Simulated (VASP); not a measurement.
Crystal: KLiF2.

```xyz
4
Lattice="1.4737 0.8508 4.8131 -1.4737 0.8508 4.8131 0.0000 -1.7017 4.8131" Properties=species:S:1:pos:R:3 pbc="T T T"
Li    1.4737    0.8508    4.8131
K     0.0000    0.0000    7.2197
F     0.0000    0.0000    3.6098
F     0.0000    0.0000   10.8295
```

- Program: VASP 6.6.1
- Task: relaxation of cell and atoms
- Functional: PBE
- Potentials or basis: VASP PAW PBE potentials, release 64 (Li_sv, K_sv, F)
- Cutoff: 600 eV
- k mesh: 10 × 10 × 10
- Occupations: fermi-dirac, width 0.02 eV
- Spin: no spin polarisation

At the start: pressure 74.6 GPa; volume 9.05 Å³/atom.

Q: How do energy, volume and symmetry change on relaxing?

A: Over 10 steps the energy falls by 1039.6 meV/atom and the volume is 13.31 Å³/atom (+47.0 %); space group R-3m (No. 166, to 0.1 Å) before and after.

Step by step:
```
step  energy change (eV)  largest force (eV/Å)  pressure (GPa)  volume (Å³)
   1              0.0000                6.7532           74.56        36.21
   2             -3.8165                0.5398           -9.01        63.08
   3             -4.1324                0.2827            0.61        53.47
   4             -4.1371                0.1597           -0.68        54.46
   5             -4.1364                0.2096           -0.14        54.04
   6             -4.1463                0.1631            0.00        53.76
   7             -4.1579                0.0117            0.34        52.90
   8             -4.1579                0.0235            0.32        52.97
   9             -4.1582                0.0000           -0.06        53.27
  10             -4.1582                0.0033            0.00        53.23
```

Final structure:
```
Li K F
1.0
     1.65281    0.95425    5.62451
    -1.65281    0.95425    5.62451
     0.00000   -1.90851    5.62451
Li K F
1 1 2
Direct
  0.00000 0.00000 0.00000
  0.50000 0.50000 0.50000
  0.26877 0.26877 0.26877
  0.73123 0.73123 0.73123
```

Caveat: the cutoff is under 1.25 times the usual one of these potentials, so pressure, stress and relaxed cells hold a basis-set (Pulay) error; the volume moved by over 15 % at a fixed basis, so the end points are rough.
